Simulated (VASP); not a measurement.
# Sn (Im-3m) in VASP: a series of runs

Sn is run at these levels: LDA; tasks: single point, relaxation of cell and atoms.

Everything below comes from runs of VASP 6.6.1. Logs are shortened: lines on timing, memory, paths and dates and some standing lists are left out, and cuts for length are marked.

### 1 The cell of the first run

The structure is cubic, space group Im-3m (No. 229). The conventional cell has a = 3.717 Å, b = 3.717 Å, c = 3.717 Å, α = 90.00°, β = 90.00°, γ = 90.00°. Within 4.2 Å of Sn (site symmetry m-3m) lie 14 Sn at 3.22 to 3.72 Å.

### 2 Single point, LDA

The input, INCAR:

```
PREC = Accurate
ENCUT = 520
EDIFF = 1E-6
ISMEAR = 0
SIGMA = 0.1
LREAL = F
LASPH = T
NELM = 100
ALGO = Normal
ISIF = 2
LWAVE = F
LCHARG = T
GGA = CA
LELF = T
LVHAR = T
NBANDS = 13
```

The input, KPOINTS:

```
Automatic mesh
0
Gamma
  11 11 11
```

The input, POSCAR:

```
Sn
1.0
   -1.8582814511      1.8582814511      1.8582814511
    1.8582814511     -1.8582814511      1.8582814511
    1.8582814511      1.8582814511     -1.8582814511
Sn
1
Direct
    0.0000000000      0.0000000000      0.0000000000
```

Potentials or basis: VASP PAW LDA potentials, release 64 (Sn_d).

Started as:

```console
> cat potpaw_LDA.64/Sn_d/POTCAR > POTCAR
> mpirun -np 1 vasp_std > vasp.out
```

OUTCAR:

```text
PREC = Accurate
   ENCUT = 520
   EDIFF = 1E-6
   ISMEAR = 0
   LREAL = F
   LASPH = T
   NELM = 100
   ISIF = 2
   GGA = CA

 ion  position               nearest neighbor table
   1  0.000  0.000  0.000-

  LATTYP: Found a body centered cubic cell.
 ALAT       =     3.7165629022

  Lattice vectors:

 A1 = (  -1.8582814511,   1.8582814511,   1.8582814511)
 A2 = (   1.8582814511,  -1.8582814511,   1.8582814511)
 A3 = (   1.8582814511,   1.8582814511,  -1.8582814511)

Analysis of symmetry for initial positions (statically):
=====================================================================
 Subroutine PRICEL returns:
 Original cell was already a primitive cell.

 Routine SETGRP: Setting up the symmetry group for a
 body centered cubic supercell.

 Subroutine GETGRP returns: Found 48 space group operations
 (whereof 48 operations were pure point group operations)
 out of a pool of 48 trial point group operations.

The static configuration has the point symmetry O_h .

Analysis of symmetry for dynamics (positions and initial velocities):
=====================================================================
 Subroutine PRICEL returns:
 Original cell was already a primitive cell.

 Routine SETGRP: Setting up the symmetry group for a
 body centered cubic supercell.

 Subroutine GETGRP returns: Found 48 space group operations
 (whereof 48 operations were pure point group operations)
 out of a pool of 48 trial point group operations.

The dynamic configuration has the point symmetry O_h .

 Subroutine INISYM returns: Found 48 space group operations
 (whereof 48 operations are pure point group operations),
 and found     1 'primitive' translations

----------------------------------------------------------------------------------------

                                     Primitive cell

  volume of cell :      25.6681

  direct lattice vectors                    reciprocal lattice vectors
    -1.858281451  1.858281451  1.858281451     0.000000000  0.269065808  0.269065808
     1.858281451 -1.858281451  1.858281451     0.269065808  0.000000000  0.269065808
     1.858281451  1.858281451 -1.858281451     0.269065808  0.269065808  0.000000000

  length of vectors
     3.218637888  3.218637888  3.218637888     0.380516515  0.380516515  0.380516515

  position of ions in fractional coordinates (direct lattice)
     0.000000000  0.000000000  0.000000000

  ion indices of the primitive-cell ions
   primitive index   ion index
                 1           1

[... 73 lines left out ...]
   EDIFFG = 0.1E-04   stopping-criterion for IOM
   NSW    =      0    number of steps for IOM
   IBRION =     -1    ionic relax: 0-MD 1-quasi-New 2-CG
   NFREE  =      0    steps in history (QN), initial steepest desc. (CG)
   ISIF   =      2    stress and relaxation
   ISYM   =      2    0-nonsym 1-usesym 2-fastsym
   POTIM  = 0.5000    time-step for ionic-motion
   TEBEG  =    0.0;   TEEND  =   0.0 temperature during run
   PSTRESS=    0.0 pullay stress
   NELECT =      14.0000    total number of electrons
   NUPDOWN=      -1.0000    fix difference up-down
   EMIN   =  10.00;   EMAX   =-10.00  energy-range for DOS
   EFERMI =   0.00;   METHOD = LEGACY
   ISMEAR =     0;   SIGMA  =   0.10  broadening in eV -4-tet -1-fermi 0-gaus
   EFERMI_NEDOS =   21; number of points for ismear=-14 and -15
   IALGO  =     38    algorithm
   IMIX   =      4    mixing-type and parameters
     AMIX     =   0.40;   BMIX     =  1.00
     AMIX_MAG =   1.60;   BMIX_MAG =  1.00
  volume/ion in A,a.u.               =      25.67       173.22
  Fermi-wavevector in a.u.,A,eV,Ry     =   1.337579  2.527657 24.342413  1.789117
  Thomas-Fermi vector in A             =   2.466116
   LORBIT       =      0    0 simple, 1 ext, 2 COOP (PROOUT), +10 PAW based schemes
   GGA     = CA    functional components
   LHFCALC =     F    Hartree Fock is set to
   AEXX    =    0.0000 exact exchange contribution
   IVDW    =     0    specifies the selected vdW correction
   LEPSILON=     F    determine dielectric tensor
   LRPA    =     F    only Hartree local field effects (RPA)
 non-spin polarized calculation
 Gauss-broadening in eV      SIGMA  =   0.10
  energy-cutoff  :      520.00
  volume of cell :       25.67
 maximum number of plane-waves:       707
   NGX = 11   NGY = 11   NGZ = 11

 number of electron      13.9999994 magnetization

 Free energy of the ion-electron system (eV)
  ---------------------------------------------------
  ext. energy  EPLUGINS =         0.00000000
  ---------------------------------------------------
  free energy    TOTEN  =        -4.43447920 eV

  energy without entropy =       -4.43200683  energy(sigma->0) =       -4.43324301

 E-fermi :   8.5478     XC(G=0): -10.8750

 val. band max:        8.5068306085   @ k =  -0.4545   0.4545   0.3636
 cond. band min:       8.6182407650   @ k =  -0.2727   0.3636   0.1818
 fundamental gap:      0.1114101565
 Fermi energy:         8.5478372592

 k-point     1 :       0.0000    0.0000    0.0000
  band No.  band energies     occupation
      1     -12.9541      2.00000
      2     -12.9541      2.00000
      3     -12.9541      2.00000
      4     -12.7865      2.00000
      5     -12.7865      2.00000
      6      -2.9979      2.00000
      7      16.9042      0.00000
      8      16.9042      0.00000
      9      16.9042      0.00000
     10      20.8553      0.00000
     11      20.8553      0.00000
     12      20.8553      0.00000
     13      21.7640      0.00000
[... 354 lines left out ...]
  band No.  band energies     occupation
      1     -12.9719      2.00000
      2     -12.8952      2.00000
      3     -12.7977      2.00000
      4     -12.7936      2.00000
      5     -12.7558      2.00000
      6       2.6488      2.00000
      7       4.8472      2.00000
      8       8.3865      1.97749
      9      10.7432      0.00000
     10      21.2020      0.00000
     11      23.0546      0.00000
     12      24.3872      0.00000
     13      24.7919      0.00000

 [... further k-points ...]
[... 5 lines left out ...]
  --------------------------------------------------------------------------------------
  -------------------------------------------------------------------------------------
  Total       -0.0050166     -0.0050166     -0.0050166     -0.0000000      0.0000000     -0.0000000
  in kB       -0.3131320     -0.3131320     -0.3131320     -0.0000000      0.0000000     -0.0000000
  external PRESSURE =      -0.3131320 kB  Pullay stress =       0.0000000 kB

 VOLUME and BASIS-vectors are now :
 -----------------------------------------------------------------------------
  energy-cutoff  :      520.00
  volume of cell :       25.67
      direct lattice vectors                 reciprocal lattice vectors
    -1.858281451  1.858281451  1.858281451     0.000000000  0.269065808  0.269065808
     1.858281451 -1.858281451  1.858281451     0.269065808  0.000000000  0.269065808
     1.858281451  1.858281451 -1.858281451     0.269065808  0.269065808  0.000000000

 POSITION                                       TOTAL-FORCE (eV/Angst)
 -----------------------------------------------------------------------------------
      0.00000      0.00000      0.00000         0.000000      0.000000      0.000000
 -----------------------------------------------------------------------------------
    total drift:                               -0.000000      0.000000      0.000000

  FREE ENERGIE OF THE ION-ELECTRON SYSTEM (eV)
  ---------------------------------------------------
  free  energy   TOTEN  =        -4.4344791955 eV

  energy  without entropy=       -4.4320068322  energy(sigma->0) =       -4.43324301
```

OSZICAR:

```text
N       E                     dE             d eps       ncg     rms          rms(c)
DAV:   1     0.821278943523E+02    0.82128E+02   -0.71219E+03  1491   0.167E+03
DAV:   2     0.152661676332E+01   -0.80601E+02   -0.77928E+02  1521   0.346E+02
DAV:   3    -0.432622351139E+01   -0.58528E+01   -0.58185E+01  1799   0.748E+01
DAV:   4    -0.444899850891E+01   -0.12277E+00   -0.12274E+00  1706   0.116E+01
DAV:   5    -0.445287434927E+01   -0.38758E-02   -0.38758E-02  1877   0.205E+00    0.151E+00
DAV:   6    -0.443964724268E+01    0.13227E-01   -0.11656E-02  1851   0.187E+00    0.821E-01
DAV:   7    -0.443475794092E+01    0.48893E-02   -0.68855E-03  1806   0.135E+00    0.106E-01
DAV:   8    -0.443447860452E+01    0.27934E-03   -0.64079E-04  1801   0.445E-01    0.225E-02
DAV:   9    -0.443447913900E+01   -0.53448E-06   -0.12076E-05  1927   0.434E-02    0.145E-02
DAV:  10    -0.443447919547E+01   -0.56465E-07   -0.73986E-07  1244   0.918E-03
   1 F= -.44344792E+01 E0= -.44332430E+01  d E =-.247236E-02
```

stdout:

```text
POSCAR found type information on POSCAR Sn
 POSCAR found :  1 types and       1 ions
 scaLAPACK will be used
 LDA part: xc-table for (Slater(with rela. corr.)+CA(PZ))
 , standard interpolation
 POSCAR, INCAR and KPOINTS ok, starting setup
 FFT: planning ... GRIDC
 FFT: planning ... GRID_SOFT
 FFT: planning ... GRID
 WAVECAR not read
 entering main loop
```

It took 9 s on 1 thread of AMD EPYC 7R13 (Zen 3), shared host; peak memory 0.11 GiB.

What came out:

* Free energy: -4.4345 eV
* Pressure: 0.0 GPa
* Band gap on the k mesh: zero (band 7 reaches 16.90 eV, above the bottom of band 8 at 5.99 eV)

Levels at points of the mesh, in eV from the Fermi level:
```
           k point  band 3  band 4  band 5  band 6  band 7  band 8  band 9  band 10  band 11  band 12
(0.00, 0.00, 0.00)  -21.50  -21.33  -21.33  -11.55    8.36    8.36    8.36    12.31    12.31    12.31
```

Caveat: spin-orbit coupling is left out, which moves the levels of the heavy elements.

### 3 Relaxation of cell and atoms, LDA

This run uses another cell than the first one, of 27.20 Å³/atom, 1.060 times its volume.

The input, INCAR:

```
PREC = Accurate ; ENCUT = 600
EDIFF = 1E-6 ; ISMEAR = 0
SIGMA = 0.1 ; LREAL = F
LASPH = T ; NELM = 100
ALGO = Normal ; ISIF = 3
LWAVE = F ; LCHARG = F
GGA = CA ; IBRION = 2
NSW = 50 ; EDIFFG = -0.005
```

The input, KPOINTS:

```
regular mesh
0
Gamma
  11 11 11
```

The input, POSCAR:

```
Sn
1.0
   -1.8946500000      1.8946500000      1.8946500000
    1.8946500000     -1.8946500000      1.8946500000
    1.8946500000      1.8946500000     -1.8946500000
Sn
1
Direct
    0.0000000000      0.0000000000      0.0000000000
```

Potentials or basis: VASP PAW LDA potentials, release 64 (Sn_d).

Started as:

```console
> cat potpaw_LDA.64/Sn_d/POTCAR > POTCAR
> mpirun -np 1 vasp_std > vasp.out
```

Run time: 29 s. Hardware: 1 thread of AMD EPYC 7R13 (Zen 3), shared host; peak memory 0.13 GiB.

The run converged. Its results:

```
Free energy                            : -4.4347 eV
Relaxed volume                         : 25.68 Å³/atom
Relaxed cell                           : a = 3.219 Å, b = 3.219 Å, c = 3.219 Å, α = 109.47°, β = 109.47°, γ = 109.47°
Space group after relaxing (to 0.05 Å) : Im-3m (No. 229)
Energy gained by relaxing              : 14.8 meV/atom
Ionic steps                            : 3
Pressure after relaxing                : 0.0 GPa
Band gap on the k mesh                 : zero (band 7 reaches 16.89 eV, above the bottom of band 8 at 5.99 eV)
```

Step by step:
| step | energy change (eV) | largest force (eV/Å) | pressure (GPa) | volume (Å³) |
| --- | --- | --- | --- | --- |
| 1 | 0.0000 | 0.0000 | -2.95 | 27.20 |
| 2 | -0.0137 | 0.0000 | 0.97 | 25.28 |
| 3 | -0.0148 | 0.0000 | 0.00 | 25.68 |

Final structure:
```xyz
1
Lattice="-1.8586 1.8586 1.8586 1.8586 -1.8586 1.8586 1.8586 1.8586 -1.8586" Properties=species:S:1:pos:R:3 pbc="T T T"
Sn    0.0000    0.0000    0.0000
```

Levels at points of the mesh, in eV from the Fermi level:
| k point | band 3 | band 4 | band 5 | band 6 | band 7 | band 8 | band 9 | band 10 | band 11 |
| --- | --- | --- | --- | --- | --- | --- | --- | --- | --- |
| (0.00, 0.00, 0.00) | -21.50 | -21.33 | -21.33 | -11.54 | 8.35 | 8.35 | 8.35 | 12.31 | 12.31 |

Caveat: spin-orbit coupling is left out, which moves the levels of the heavy elements.
